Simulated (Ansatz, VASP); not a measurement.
Two plane-wave programs on W

INCAR

```
SYSTEM = W
PREC = Accurate ; ENCUT = 520
EDIFF = 1E-6 ; ISMEAR = 0
SIGMA = 0.15 ; LREAL = .False.
LASPH = .True. ; NELM = 100
ALGO = Fast ; ISIF = 2
LWAVE = .False. ; LCHARG = .True.
GGA = PS ; LELF = .True.
LVHAR = .True. ; NBANDS = 13
```

File KPOINTS:

```
regular mesh
0
Gamma
  20 20 20
  0 0 0
```

POSCAR

```
W
1.0
    0.0000000000      2.1315000000      2.0300000000
    2.0300000000      0.0000000000      2.0300000000
    2.0300000000      2.1315000000      0.0000000000
W
1
Direct
    0.0000000000      0.0000000000      0.0000000000
```

Input for Ansatz:

```yaml
crystal:
  lattice:
    - [0.0, 2.1315, 2.03]
    - [2.03, 0.0, 2.03]
    - [2.03, 2.1315, 0.0]
  atoms:
    - { symbol: W, position: [0.0, 0.0, 0.0] }
basis:
  ecutwfc: 420
kpoints:
  mp_grid: { grid: [20, 20, 20] }
hamiltonian:
  xc: pbesol
scf:
  occupations: { method: gaussian, width: 0.15 }
output:
  forces: true
  stress: true
  eigenvalues: true
```

Change from the starting cell: strain +0.0500 x Voigt [0, 1, 0, 0, 0, 0], atoms carried along.

Alike in both runs: task single point; functional PBEsol; k mesh 20 × 20 × 20; occupations gaussian, width 0.15 eV; no spin polarisation.

|  | VASP | Ansatz |
| --- | --- | --- |
| version | VASP 6.6.1 | Ansatz 0.2.0 |
| potentials or method | VASP PAW PBE potentials, release 64 (W_sv), cutoff 520 eV | scalar-relativistic, plane waves, PAW |
| valence electrons in the cell | 14 | 14 |

Ansatz gave:

```
gap on the k mesh at the Fermi level (eV)                     : none
pressure (GPa)                                                : -23.6
traceless stress, the component that is largest in VASP (GPa) : 6.43
```

Question: Estimate VASP's values.

Answer: gap on the k mesh at the Fermi level (eV): none; pressure (GPa): -23.3; traceless stress, the component that is largest in VASP (GPa): 6.45.

VASP's potentials were made for PBE, not for PBEsol. A gap of «none» marks a metal or a gap that the smearing closes.

Neither program's run includes spin-orbit coupling.
